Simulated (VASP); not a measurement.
Here is a VASP 6.6.1 calculation.

Contents of INCAR:

```
SYSTEM = MgCd3O4
PREC     = Accurate       ! precision mode
ENCUT    = 520            ! plane-wave cutoff, eV
EDIFF    = 1E-7           ! SCF threshold, eV
ISMEAR   = 0              ! smearing method
SIGMA    = 0.1            ! smearing width, eV
LREAL    = .False.        ! projectors in reciprocal space
LASPH    = .True.         ! aspherical terms in the spheres
NELM     = 150            ! most SCF steps
ALGO     = Normal         ! electronic algorithm
ISIF     = 2              ! what is computed and relaxed
LWAVE    = .False.        ! write WAVECAR
LCHARG   = .False.        ! write CHGCAR
ISPIN    = 2              ! spin polarisation
MAGMOM   = 0 0 0 0 1 1 1 1 ! initial moments
LORBIT   = 11             ! projections on sites
GGA      = PE             ! functional
NBANDS   = 45             ! bands
```

The input KPOINTS:

```
Automatic mesh
0
Gamma
  6 6 2
  0 0 0
```

The input POSCAR:

```
MgCd3O4
1.0
    3.3076838000      0.0000000000      0.0000000000
    0.0000000000      3.3076838000      0.0000000000
    0.0000000000      0.0000000000      9.3304794000
Mg Cd O
1 3 4
Direct
    0.0000000000      0.0000000000      0.0000000000
    0.5000000000      0.5000000000      0.2433000000
    0.0000000000      0.0000000000      0.5000000000
    0.5000000000      0.5000000000      0.7567000000
    0.0000000000      0.0000000000      0.2322470000
    0.5000000000      0.5000000000      0.5000000000
    0.0000000000      0.0000000000      0.7677530000
    0.5000000000      0.5000000000      0.0000000000
```

Potentials or basis: VASP PAW PBE potentials, release 64 (Mg, Cd, O).

Run with:

```console
$ cat potpaw_PBE.64/Mg/POTCAR potpaw_PBE.64/Cd/POTCAR potpaw_PBE.64/O/POTCAR > POTCAR
$ mpirun -np 1 vasp_std > vasp.out
```

**Question.** Predict the largest force.

**Answer.** 0.057 eV/Å.

**Question.** What does it give for the pressure?

**Answer.** 1.0 GPa.

Stress tensor (GPa, compression positive):
```
1.10 0.00 0.00
0.00 1.10 0.00
0.00 0.00 0.90
```
